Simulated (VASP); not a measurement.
A run of VASP 6.6.1 is set up as follows.

Contents of INCAR:

```
PREC = Accurate
ENCUT = 520
EDIFF = 1E-6
ISMEAR = 0
SIGMA = 0.15
LREAL = False
LASPH = True
NELM = 80
ALGO = Fast
ISIF = 2
LWAVE = False
LCHARG = False
GGA = CA
NBANDS = 14
```

The input KPOINTS:

```
Automatic mesh
0
Gamma
  15 15 8
```

The input POSCAR:

```
Na
1.0
    3.6209798977      0.0000000000      0.0000000000
   -1.8104899489      3.1358605780      0.0000000000
    0.0000000000      0.0000000000      5.8981745703
Na
2
Direct
    0.2689032601      0.6666666667      0.2007135646
    0.7310967399      0.3333333333      0.7992864354
```

Potentials or basis: VASP PAW LDA potentials, release 64 (Na_pv).

The run is started by

```sh
$ cat potpaw_LDA.64/Na_pv/POTCAR > POTCAR
$ mpirun -np 1 vasp_std > vasp.out
```

Q: Estimate the band gap on the k mesh.

A: Zero (bands 7 and 8 overlap by 3.89 eV).

Q: Estimate the largest force.

A: 0.573 eV/Å.

Q: What does it give for the pressure?

A: 0.9 GPa.

Stress tensor (GPa, compression positive):
```
0.53 0.63 0.46
0.63 0.69 0.21
0.46 0.21 1.46
```

Caveat: the cell differs from its parent crystal (atoms displaced along several vibrational modes).
